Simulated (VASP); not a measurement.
# Ir (Fm-3m) in VASP: further runs

Ir is run at these levels: PBE; tasks: single point.

All numbers are computed with VASP 6.6.1; they aren't measurements. Logs are shortened: lines on timing, memory, paths and dates and some standing lists are left out, and cuts for length are marked.

## 1. The cell of the first run

It takes space group Fm-3m (No. 225, cubic). Conventional cell: a = 3.831 Å, b = 3.831 Å, c = 3.831 Å, α = 90.00°, β = 90.00°, γ = 90.00°. Within 3.6 Å of Ir (site symmetry m-3m) lie 12 Ir at 2.71 Å.

## 2. Single point, PBE

INCAR reads:

```
SYSTEM = Ir
ALGO = Normal
EDIFF = 1E-6
ENCUT = 520
GGA = PE
ISIF = 2
ISMEAR = -1
LASPH = .TRUE.
LCHARG = .FALSE.
LREAL = .FALSE.
LWAVE = .FALSE.
NBANDS = 10
NELM = 80
PREC = Accurate
SIGMA = 0.15
```

KPOINTS reads:

```
k-points
0
G
  3 3 3
  0 0 0
```

POSCAR reads:

```
Ir
1.0
    0.0000000000      1.9156000000      1.9156000000
    1.9156000000      0.0000000000      1.9156000000
    1.9156000000      1.9156000000      0.0000000000
Ir
1
Direct
    0.0000000000      0.0000000000      0.0000000000
```

Potentials or basis: VASP PAW PBE potentials, release 64 (Ir).

Launch:

```bash
cat potpaw_PBE.64/Ir/POTCAR > POTCAR
mpirun -np 1 vasp_std > vasp.out
```

OUTCAR:

```text
SYSTEM = Ir
   EDIFF = 1E-6
   ENCUT = 520
   GGA = PE
   ISIF = 2
   ISMEAR = -1
   LASPH = .TRUE.
   LREAL = .FALSE.
   NELM = 80
   PREC = Accurate

 ion  position               nearest neighbor table
   1  0.000  0.000  0.000-

  LATTYP: Found a face centered cubic cell.
 ALAT       =     3.8312000000

  Lattice vectors:

 A1 = (   0.0000000000,   1.9156000000,   1.9156000000)
 A2 = (   1.9156000000,   0.0000000000,   1.9156000000)
 A3 = (   1.9156000000,   1.9156000000,   0.0000000000)

Analysis of symmetry for initial positions (statically):
=====================================================================
 Subroutine PRICEL returns:
 Original cell was already a primitive cell.

 Routine SETGRP: Setting up the symmetry group for a
 face centered cubic supercell.

 Subroutine GETGRP returns: Found 48 space group operations
 (whereof 48 operations were pure point group operations)
 out of a pool of 48 trial point group operations.

The static configuration has the point symmetry O_h .

Analysis of symmetry for dynamics (positions and initial velocities):
=====================================================================
 Subroutine PRICEL returns:
 Original cell was already a primitive cell.

 Routine SETGRP: Setting up the symmetry group for a
 face centered cubic supercell.

 Subroutine GETGRP returns: Found 48 space group operations
 (whereof 48 operations were pure point group operations)
 out of a pool of 48 trial point group operations.

The dynamic configuration has the point symmetry O_h .

 Subroutine INISYM returns: Found 48 space group operations
 (whereof 48 operations are pure point group operations),
 and found     1 'primitive' translations

----------------------------------------------------------------------------------------

                                     Primitive cell

  volume of cell :      14.0587

  direct lattice vectors                    reciprocal lattice vectors
     0.000000000  1.915600000  1.915600000    -0.261014826  0.261014826  0.261014826
     1.915600000  0.000000000  1.915600000     0.261014826 -0.261014826  0.261014826
     1.915600000  1.915600000  0.000000000     0.261014826  0.261014826 -0.261014826

  length of vectors
     2.709067500  2.709067500  2.709067500     0.452090940  0.452090940  0.452090940

  position of ions in fractional coordinates (direct lattice)
     0.000000000  0.000000000  0.000000000

  ion indices of the primitive-cell ions
   primitive index   ion index
                 1           1

----------------------------------------------------------------------------------------

 KPOINTS: k-points

Automatic generation of k-mesh.
 Grid dimensions read from file:
 generate k-points for:    3    3    3

 Generating k-lattice:

  Cartesian coordinates                     Fractional coordinates (reciprocal lattice)
    -0.087004942  0.087004942  0.087004942     0.333333333  0.000000000  0.000000000
     0.087004942 -0.087004942  0.087004942     0.000000000  0.333333333  0.000000000
     0.087004942  0.087004942 -0.087004942     0.000000000  0.000000000  0.333333333

  Length of vectors
     0.150696980  0.150696980  0.150696980

  Shift w.r.t. Gamma in fractional coordinates (k-lattice)
     0.000000000  0.000000000  0.000000000

 Subroutine IBZKPT returns following result:
 ===========================================

 Found      4 irreducible k-points:

 Following reciprocal coordinates:
            Coordinates               Weight
  0.000000  0.000000  0.000000      1.000000
  0.333333  0.000000  0.000000      8.000000
  0.333333  0.333333  0.000000      6.000000
 -0.333333  0.333333  0.000000     12.000000
   k-points           NKPTS =      4   k-points in BZ     NKDIM =      4   number of bands    NBANDS=     10
   number of dos      NEDOS =    301   number of ions     NIONS =      1
   total plane-waves  NPLWV =   8000
   dimension x,y,z NGX =    20 NGY =   20 NGZ =   20
   dimension x,y,z NGXF=    40 NGYF=   40 NGZF=   40
   ions per type =               1
   NGX,Y,Z   is equivalent  to a cutoff of  12.27, 12.27, 12.27 a.u.
   NGXF,Y,Z  is equivalent  to a cutoff of  24.55, 24.55, 24.55 a.u.
 SYSTEM =  Ir
   PREC   = accura    normal or accurate (medium, high low for compatibility)
   ISTART =      0    job   : 0-new  1-cont  2-samecut
   ICHARG =      2    charge: 1-file 2-atom 10-const
   ISPIN  =      1    spin polarized calculation?
   LNONCOLLINEAR =      F non collinear calculations
   LSORBIT =      F    spin-orbit coupling
   LASPH  =      T    aspherical Exc in radial PAW
   ENCUT  =  520.0 eV  38.22 Ry    6.18 a.u.   5.04  5.04  5.04*2*pi/ulx,y,z
   NELM   =     80;   NELMIN=  2; NELMDL= -5     # of ELM steps
   EDIFF  = 0.1E-05   stopping-criterion for ELM
   LREAL  =      F    real-space projection
   EDIFFG = 0.1E-04   stopping-criterion for IOM
   NSW    =      0    number of steps for IOM
   IBRION =     -1    ionic relax: 0-MD 1-quasi-New 2-CG
   NFREE  =      0    steps in history (QN), initial steepest desc. (CG)
   ISIF   =      2    stress and relaxation
   ISYM   =      2    0-nonsym 1-usesym 2-fastsym
   POTIM  = 0.5000    time-step for ionic-motion
   TEBEG  =    0.0;   TEEND  =   0.0 temperature during run
   PSTRESS=    0.0 pullay stress
   NELECT =       9.0000    total number of electrons
   NUPDOWN=      -1.0000    fix difference up-down
   EMIN   =  10.00;   EMAX   =-10.00  energy-range for DOS
   EFERMI =   0.00;   METHOD = LEGACY
   ISMEAR =    -1;   SIGMA  =   0.15  broadening in eV -4-tet -1-fermi 0-gaus
   EFERMI_NEDOS =   21; number of points for ismear=-14 and -15
   IALGO  =     38    algorithm
   IMIX   =      4    mixing-type and parameters
     AMIX     =   0.40;   BMIX     =  1.00
     AMIX_MAG =   1.60;   BMIX_MAG =  1.00
  volume/ion in A,a.u.               =      14.06        94.87
  Fermi-wavevector in a.u.,A,eV,Ry     =   1.410937  2.666284 27.085691  1.990742
  Thomas-Fermi vector in A             =   2.532839
   LORBIT       =      0    0 simple, 1 ext, 2 COOP (PROOUT), +10 PAW based schemes
   GGA     = PE    functional components
   LHFCALC =     F    Hartree Fock is set to
   AEXX    =    0.0000 exact exchange contribution
   IVDW    =     0    specifies the selected vdW correction
   LEPSILON=     F    determine dielectric tensor
   LRPA    =     F    only Hartree local field effects (RPA)
 non-spin polarized calculation
  energy-cutoff  :      520.00
  volume of cell :       14.06
 maximum number of plane-waves:       383
   NGX =  9   NGY =  9   NGZ =  9

 number of electron       9.0000001 magnetization

 Free energy of the ion-electron system (eV)
  ---------------------------------------------------
  ext. energy  EPLUGINS =         0.00000000
  ---------------------------------------------------
  free energy    TOTEN  =        -7.64947689 eV

  energy without entropy =       -7.40985403  energy(sigma->0) =       -7.52966546

 E-fermi :  10.1956     XC(G=0): -14.0465

 val. band max:        9.9846980813   @ k =   0.3333   0.3333   0.0000
 cond. band min:      10.2558072119   @ k =   0.3333   0.0000   0.0000
 fundamental gap:      0.2711091306
 Fermi energy:        10.1955783762

 k-point     1 :       0.0000    0.0000    0.0000
  band No.  band energies     occupation
      1      -0.6548      2.00000
      2       6.5796      2.00000
      3       6.5797      2.00000
      4       6.5797      2.00000
      5       9.2693      1.99585
      6       9.2693      1.99585
      7      24.8555      0.00000
      8      30.4504      0.00000
      9      30.4504      0.00000
     10      30.4504      0.00000

 k-point     2 :       0.3333    0.0000    0.0000
  band No.  band energies     occupation
      1       2.2278      2.00000
      2       6.7903      2.00000
      3       6.7903      2.00000
      4       6.9866      2.00000
      5      10.2558      0.80189
      6      10.2558      0.80189
      7      21.8413      0.00000
      8      26.0561      0.00000
      9      33.2079      0.00000
     10      33.2079      0.00000

 k-point     3 :       0.3333    0.3333    0.0000
  band No.  band energies     occupation
      1       2.9332      2.00000
      2       3.8060      2.00000
      3       8.3426      1.99999
      4       9.9847      1.60623
      5       9.9847      1.60623
      6      10.7662      0.04359
      7      25.8329      0.00000
      8      25.8329      0.00000
      9      27.1487      0.00000
     10      30.6252      0.00000

 k-point     4 :      -0.3333    0.3333    0.0000
  band No.  band energies     occupation
      1       3.9939      2.00000
      2       5.1415      2.00000
      3       6.6067      2.00000
      4       8.8570      1.99973
      5      10.5089      0.22042
      6      15.5867      0.00000
      7      20.5017      0.00000
      8      21.5182      0.00000
      9      28.4248      0.00000
     10      30.2138      0.00000

------------------------ aborting loop because EDIFF is reached ----------------------------------------

  FORCE on cell =-STRESS in cart. coord.  units (eV):
  Direction    XX          YY          ZZ          XY          YZ          ZX
  --------------------------------------------------------------------------------------
  -------------------------------------------------------------------------------------
  Total        3.4972647      3.4972647      3.4972647      0.0000000      0.0000000      0.0000000
  in kB      398.5608233    398.5608233    398.5608233      0.0000000      0.0000000      0.0000000
  external PRESSURE =     398.5608233 kB  Pullay stress =       0.0000000 kB

 VOLUME and BASIS-vectors are now :
 -----------------------------------------------------------------------------
  energy-cutoff  :      520.00
  volume of cell :       14.06
      direct lattice vectors                 reciprocal lattice vectors
     0.000000000  1.915600000  1.915600000    -0.261014826  0.261014826  0.261014826
     1.915600000  0.000000000  1.915600000     0.261014826 -0.261014826  0.261014826
     1.915600000  1.915600000  0.000000000     0.261014826  0.261014826 -0.261014826

 POSITION                                       TOTAL-FORCE (eV/Angst)
 -----------------------------------------------------------------------------------
      0.00000      0.00000      0.00000         0.000000      0.000000     -0.000000
 -----------------------------------------------------------------------------------
    total drift:                                0.000000      0.000000     -0.000000

  FREE ENERGIE OF THE ION-ELECTRON SYSTEM (eV)
  ---------------------------------------------------
  free  energy   TOTEN  =        -7.6494768882 eV

  energy  without entropy=       -7.4098540286  energy(sigma->0) =       -7.52966546
```

Wall time 2.5 s (1 thread of Intel Xeon Platinum 8259CL at 2.50GHz (Skylake/Cascade Lake), shared host); peak memory 0.12 GiB.

Results:

```yaml
Free_energy: -7.6495 eV
Pressure: 39.9 GPa
```

Caveat: the k points lie up to 0.95 Å⁻¹ apart; spin-orbit coupling is left out, which moves the levels of the heavy elements.

## 3. Single point, PBE

INCAR reads:

```
SYSTEM = Ir
PREC = Accurate ; ENCUT = 520
EDIFF = 1E-6 ; ISMEAR = -1
SIGMA = 0.15 ; LREAL = .FALSE.
LASPH = .TRUE. ; NELM = 60
ALGO = Normal ; ISIF = 2
LWAVE = .FALSE. ; LCHARG = .FALSE.
GGA = PE ; NBANDS = 10
```

KPOINTS reads:

```
regular mesh
0
G
  5 5 5
  0 0 0
```

POSCAR is that of step 2.

Potentials or basis: VASP PAW PBE potentials, release 64 (Ir).

Launch:

```bash
cat potpaw_PBE.64/Ir/POTCAR > POTCAR
mpirun -np 1 vasp_std > vasp.out
```

OUTCAR:

```text
SYSTEM = Ir
   PREC = Accurate
   ENCUT = 520
   EDIFF = 1E-6
   ISMEAR = -1
   LREAL = .FALSE.
   LASPH = .TRUE.
   NELM = 60
   ISIF = 2
   GGA = PE

 ion  position               nearest neighbor table
   1  0.000  0.000  0.000-

  LATTYP: Found a face centered cubic cell.
 ALAT       =     3.8312000000

  Lattice vectors:

 A1 = (   0.0000000000,   1.9156000000,   1.9156000000)
 A2 = (   1.9156000000,   0.0000000000,   1.9156000000)
[... 291 lines left out ...]
      8      22.0406      0.00000
      9      25.6341      0.00000
     10      34.1794      0.00000

------------------------ aborting loop because EDIFF is reached ----------------------------------------

  FORCE on cell =-STRESS in cart. coord.  units (eV):
  Direction    XX          YY          ZZ          XY          YZ          ZX
  --------------------------------------------------------------------------------------
  -------------------------------------------------------------------------------------
  Total        1.5483268      1.5483268      1.5483268      0.0000000      0.0000000      0.0000000
  in kB      176.4528760    176.4528760    176.4528760      0.0000000      0.0000000      0.0000000
  external PRESSURE =     176.4528760 kB  Pullay stress =       0.0000000 kB

 VOLUME and BASIS-vectors are now :
 -----------------------------------------------------------------------------
  energy-cutoff  :      520.00
  volume of cell :       14.06
      direct lattice vectors                 reciprocal lattice vectors
     0.000000000  1.915600000  1.915600000    -0.261014826  0.261014826  0.261014826
     1.915600000  0.000000000  1.915600000     0.261014826 -0.261014826  0.261014826
     1.915600000  1.915600000  0.000000000     0.261014826  0.261014826 -0.261014826

 POSITION                                       TOTAL-FORCE (eV/Angst)
 -----------------------------------------------------------------------------------
      0.00000      0.00000      0.00000        -0.000000      0.000000     -0.000000
 -----------------------------------------------------------------------------------
    total drift:                                0.000000      0.000000     -0.000000

  FREE ENERGIE OF THE ION-ELECTRON SYSTEM (eV)
  ---------------------------------------------------
  free  energy   TOTEN  =        -8.6537943067 eV

  energy  without entropy=       -8.5240183030  energy(sigma->0) =       -8.58890630
```

OSZICAR:

```text
N       E                     dE             d eps       ncg     rms          rms(c)
DAV:   1     0.476899147390E+02    0.47690E+02   -0.43510E+03   200   0.822E+02
DAV:   2    -0.832968075671E+01   -0.56020E+02   -0.54054E+02   212   0.214E+02
DAV:   3    -0.919243940968E+01   -0.86276E+00   -0.85913E+00   238   0.299E+01
DAV:   4    -0.920093972180E+01   -0.85003E-02   -0.84978E-02   220   0.264E+00
DAV:   5    -0.920111820761E+01   -0.17849E-03   -0.17848E-03   224   0.394E-01    0.165E+01
DAV:   6    -0.875085464107E+01    0.45026E+00   -0.73256E-01   218   0.106E+01    0.714E+00
DAV:   7    -0.865996096314E+01    0.90894E-01   -0.27624E-01   250   0.599E+00    0.158E+00
DAV:   8    -0.865416662078E+01    0.57943E-02   -0.33615E-03   222   0.752E-01    0.306E-01
DAV:   9    -0.865378687865E+01    0.37974E-03   -0.62259E-04   248   0.339E-01    0.257E-02
DAV:  10    -0.865379493309E+01   -0.80544E-05   -0.49091E-06   234   0.203E-02    0.926E-03
DAV:  11    -0.865379430670E+01    0.62639E-06   -0.69619E-08   122   0.290E-03
   1 F= -.86537943E+01 E0= -.85889063E+01  d E =-.129776E+00
```

Run time: 2.6 s. Hardware: 1 thread of Intel Xeon Platinum 8259CL at 2.50GHz (Skylake/Cascade Lake), shared host; peak memory 0.12 GiB.

Results:

```yaml
Free_energy: -8.6538 eV
Pressure: 17.6 GPa
```

Levels at points of the mesh, in eV from the Fermi level:
| k point | band 1 | band 2 | band 3 | band 4 | band 5 | band 6 | band 7 | band 8 |
| --- | --- | --- | --- | --- | --- | --- | --- | --- |
| (0.00, 0.00, 0.00) | -11.52 | -4.26 | -4.26 | -4.26 | -1.53 | -1.53 | 13.96 | 19.61 |

Caveat: the k points lie up to 0.57 Å⁻¹ apart; spin-orbit coupling is left out, which moves the levels of the heavy elements.
